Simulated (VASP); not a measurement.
# Al (Im-3m) in VASP: elastic constants with PBE

Aim: the elastic constants of Al with PBE.

Program: VASP 6.6.1. These are calculated values, not measurements. Logs are shortened: lines on timing, memory, paths and dates and some standing lists are left out, and cuts for length are marked.

## Step 1: The cell of the first run

Symmetry: Im-3m, No. 229, cubic system. Conventional cell: a = 3.236 Å, b = 3.236 Å, c = 3.236 Å, α = 90.00°, β = 90.00°, γ = 90.00°. Al (site symmetry m-3m) has 14 Al at 2.80 to 3.24 Å within 3.7 Å.

This isn't the form of Al at room conditions, which is fcc.

## Step 2: Elastic constants, PBE

Input file INCAR:

```
SYSTEM = Al
PREC = Accurate
ENCUT = 600
EDIFF = 1E-8
ISMEAR = -1
SIGMA = 0.15
LREAL = .FALSE.
LASPH = .TRUE.
NELM = 80
ALGO = Fast
ISIF = 3
LWAVE = .FALSE.
LCHARG = .TRUE.
GGA = PE
NBANDS = 8
IBRION = 6
NFREE = 2
POTIM = 0.015
NSW = 1
```

Input file KPOINTS:

```
Automatic mesh
0
G
  24 24 24
  0 0 0
```

Input file POSCAR:

```
Al
1.0
   -1.6180522732      1.6180522732      1.6180522732
    1.6180522732     -1.6180522732      1.6180522732
    1.6180522732      1.6180522732     -1.6180522732
Al
1
Direct
    0.0000000000      0.0000000000      0.0000000000
```

Potentials or basis: VASP PAW PBE potentials, release 64 (Al).

Started as:

```console
cat potpaw_PBE.64/Al/POTCAR > POTCAR
mpirun -np 1 vasp_std > vasp.out
```

OUTCAR:

```text
SYSTEM = Al
   PREC = Accurate
   ENCUT = 600
   EDIFF = 1E-8
   ISMEAR = -1
   LREAL = .FALSE.
   LASPH = .TRUE.
   NELM = 80
   ISIF = 3
   GGA = PE
   IBRION = 6
   NFREE = 2
   POTIM = 0.015
   NSW = 1

 ion  position               nearest neighbor table
   1  0.000  0.000  0.000-

  LATTYP: Found a body centered cubic cell.
 ALAT       =     3.2361045464

  Lattice vectors:

 A1 = (  -1.6180522732,   1.6180522732,   1.6180522732)
 A2 = (   1.6180522732,  -1.6180522732,   1.6180522732)
 A3 = (   1.6180522732,   1.6180522732,  -1.6180522732)

Analysis of symmetry for initial positions (statically):
=====================================================================
 Subroutine PRICEL returns:
 Original cell was already a primitive cell.

 Routine SETGRP: Setting up the symmetry group for a
 body centered cubic supercell.

 Subroutine GETGRP returns: Found 48 space group operations
 (whereof 48 operations were pure point group operations)
 out of a pool of 48 trial point group operations.

The static configuration has the point symmetry O_h .

Analysis of symmetry for dynamics (positions and initial velocities):
=====================================================================
 Subroutine PRICEL returns:
 Original cell was already a primitive cell.

 Routine SETGRP: Setting up the symmetry group for a
 body centered cubic supercell.

 Subroutine GETGRP returns: Found 48 space group operations
 (whereof 48 operations were pure point group operations)
 out of a pool of 48 trial point group operations.

The dynamic configuration has the point symmetry O_h .

 Subroutine INISYM returns: Found 48 space group operations
 (whereof 48 operations are pure point group operations),
 and found     1 'primitive' translations

----------------------------------------------------------------------------------------

                                     Primitive cell
[... 333 lines left out ...]
  band No.  band energies     occupation
      1      -3.2217      2.00000
      2      20.8343      0.00000
      3      20.8343      0.00000
      4      20.8343      0.00000
      5      22.0422      0.00000
      6      22.0422      0.00000
      7      22.0423      0.00000
      8      23.8411      0.00000
[... 243 lines left out ...]
 k-point    24 :       0.4583    0.0417    0.0000
  band No.  band energies     occupation
      1       3.1497      2.00000
      2       4.3443      2.00000
      3      14.9032      0.00000
      4      15.9360      0.00000
      5      17.9292      0.00000
      6      19.4435      0.00000
      7      27.7688      0.00000
      8      28.9491      0.00000

 [... further k-points ...]

------------------------ aborting loop because EDIFF is reached ----------------------------------------

  FORCE on cell =-STRESS in cart. coord.  units (eV):
  Direction    XX          YY          ZZ          XY          YZ          ZX
  --------------------------------------------------------------------------------------
  -------------------------------------------------------------------------------------
  Total       -0.0022170     -0.0022170     -0.0022170      0.0000000      0.0000000      0.0000000
  in kB       -0.2096193     -0.2096193     -0.2096193      0.0000000      0.0000000      0.0000000
  external PRESSURE =      -0.2096193 kB  Pullay stress =       0.0000000 kB
[... 16 lines left out ...]
  FREE ENERGIE OF THE ION-ELECTRON SYSTEM (eV)
  ---------------------------------------------------
  free  energy   TOTEN  =        -3.6661960964 eV

  energy  without entropy=       -3.6348044289  energy(sigma->0) =       -3.65050026

 INTERNAL STRAIN TENSORS FROM STRAINED CELLS
 ============================================

 INTERNAL STRAIN TENSOR FOR ION    1 for displacements in x,y,z  (eV/Angst):
          X           Y           Z          XY          YZ          ZX
  --------------------------------------------------------------------------------
  x     0.00000    -0.00000     0.00000     0.00000     0.00000     0.00000
  y     0.00000    -0.00000    -0.00000     0.00000     0.00000     0.00000
  z    -0.00000    -0.00000    -0.00000     0.00000    -0.00000     0.00000

 INTERNAL STRAIN TENSORS FROM DISPLACED ATOMS
 ============================================

 INTERNAL STRAIN TENSOR FOR ION    1 for displacements in x,y,z  (eV/Angst):
          X           Y           Z          XY          YZ          ZX
  --------------------------------------------------------------------------------
  x     0.00000     0.00000     0.00000     0.00000     0.00000     0.00000
  y     0.00000     0.00000     0.00000     0.00000     0.00000     0.00000
  z     0.00000     0.00000     0.00000     0.00000     0.00000     0.00000

 Eigenvectors and eigenvalues of the dynamical matrix
 ----------------------------------------------------

   1 f/i=    0.000000 THz     0.000000 2PiTHz    0.000000 cm-1     0.000000 meV
             X         Y         Z           dx          dy          dz
      0.000000  0.000000  0.000000     0.533362    0.845887    0.000000

   2 f/i=    0.000000 THz     0.000000 2PiTHz    0.000000 cm-1     0.000000 meV
             X         Y         Z           dx          dy          dz
      0.000000  0.000000  0.000000    -0.845887    0.533362    0.000000

   3 f/i=    0.000000 THz     0.000000 2PiTHz    0.000000 cm-1     0.000000 meV
             X         Y         Z           dx          dy          dz
      0.000000  0.000000  0.000000     0.000000    0.000000    1.000000

--------------------------------------------------------------------------------------------------------

 ELASTIC MODULI CONTR FROM IONIC RELAXATION (kBar)
 Direction    XX          YY          ZZ          XY          YZ          ZX
 --------------------------------------------------------------------------------
 XX           0.0000      0.0000      0.0000      0.0000      0.0000      0.0000
 YY           0.0000      0.0000      0.0000      0.0000      0.0000      0.0000
 ZZ           0.0000      0.0000      0.0000      0.0000      0.0000      0.0000
 XY           0.0000      0.0000      0.0000      0.0000      0.0000      0.0000
 YZ           0.0000      0.0000      0.0000      0.0000      0.0000      0.0000
 ZX           0.0000      0.0000      0.0000      0.0000      0.0000      0.0000
 --------------------------------------------------------------------------------

 TOTAL ELASTIC MODULI (kBar)
 Direction    XX          YY          ZZ          XY          YZ          ZX
 --------------------------------------------------------------------------------
 XX         462.0896    796.7262    796.7262     -0.0000     -0.0000     -0.0000
 YY         796.7262    462.0896    796.7262      0.0000      0.0000      0.0000
 ZZ         796.7262    796.7262    462.0896      0.0000      0.0000     -0.0000
 XY          -0.0000      0.0000      0.0000    393.1751      0.0000      0.0000
 YZ          -0.0000      0.0000      0.0000      0.0000    393.1751      0.0000
 ZX          -0.0000      0.0000     -0.0000      0.0000      0.0000    393.1751
 --------------------------------------------------------------------------------
```

Run time: 14 min. Hardware: 1 thread of Intel Xeon 6975P-C (Granite Rapids), shared host; peak memory 1 GiB.

Results:

* Elastic constants C11, C12, C44: 46, 80, 39 GPa
* Voigt bulk modulus: 69 GPa

Elastic tensor in Voigt notation (GPa, in the Cartesian axes of the cell as first typed):
```
46 80 80  0  0  0
80 46 80  0  0  0
80 80 46  0  0  0
 0  0  0 39  0  0
 0  0  0  0 39  0
 0  0  0  0  0 39
```

Clamped-ion elastic tensor (GPa):
```
46 80 80  0  0  0
80 46 80  0  0  0
80 80 46  0  0  0
 0  0  0 39  0  0
 0  0  0  0 39  0
 0  0  0  0  0 39
```

Caveat: the elastic tensor has a negative eigenvalue, so either the cell is unstable as it stands or the mesh is too thin.
